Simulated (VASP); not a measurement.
# Re2B: single point with PBE

Crystal: Re2B.

```
Re B
1.0
     4.72758    0.00000    0.00000
     0.00000    5.15320    0.00000
     0.00000    0.00000    3.06482
Re B
4 2
Direct
  0.26742 0.85917 0.50000
  0.76742 0.64083 0.00000
  0.73258 0.14083 0.50000
  0.23258 0.35917 0.00000
  0.50000 0.50000 0.50000
  0.00000 0.00000 0.00000
```

```json
{
  "Program": "VASP 6.6.1",
  "Task": "single point",
  "Functional": "PBE",
  "Potentials or basis": "VASP PAW PBE potentials, release 64 (Re_sv_GW, B_h)",
  "Cutoff": "1230 eV",
  "k mesh": "4 × 4 × 6",
  "Occupations": "gaussian, width 0.1 eV",
  "Spin": "no spin polarisation",
  "Dipole correction": "no",
  "Further INCAR settings": "ALGO = Normal; EDIFF = 1e-06; NBANDS = 42"
}
```

```yaml
Pressure: 0.1 GPa
Largest_force: 0.013 eV/Å
Band_gap_on_the_k_mesh: zero (bands 33 and 34 overlap by 2.36 eV)
```

Forces in eV/Å, atoms in the order of the input:
```
Re  -0.012 -0.006  0.000
Re  -0.012  0.006  0.000
Re   0.012  0.006  0.000
Re   0.012 -0.006  0.000
B    0.000  0.000  0.000
B    0.000  0.000  0.000
```

Stress tensor (GPa, compression positive):
```
-0.07  0.00  0.00
 0.00  0.30  0.00
 0.00  0.00  0.14
```

Levels at points of the mesh, in eV from the Fermi level:
```
           k point  band 30  band 31  band 32  band 33  band 34  band 35  band 36  band 37
(0.00, 0.00, 0.00)    -2.21    -1.93    -1.34    -1.13    -0.89     0.61     1.36     1.81
(0.50, 0.00, 0.00)    -1.79    -1.69    -1.69     0.24     0.24     0.45     0.45     1.79
(0.00, 0.50, 0.00)    -2.97    -1.11    -1.11    -0.52    -0.52    -0.20    -0.20     1.18
(0.50, 0.50, 0.00)    -2.95    -1.60    -1.60     0.18     0.18     0.51     0.51     0.95
(0.00, 0.00, 0.50)    -2.78     0.19     0.19     1.19     1.19     1.63     1.63     1.80
(0.50, 0.00, 0.50)    -2.87    -0.86    -0.86    -0.86    -0.86     1.74     1.74     1.84
(0.00, 0.50, 0.50)    -3.04     1.09     1.09     1.48     1.48     1.74     1.74     2.67
(0.50, 0.50, 0.50)    -1.04    -0.39    -0.39     0.56     0.56     1.65     1.65     1.72
```

Run time: 6.5 min on 1 thread of Intel(R) Xeon(R) Platinum 8259CL CPU @ 2.50GHz (Skylake/Cascade Lake), with other jobs on the host, peak memory 0.56 GiB.

Caveat: spin-orbit coupling is left out, which moves the levels of the heavy elements.
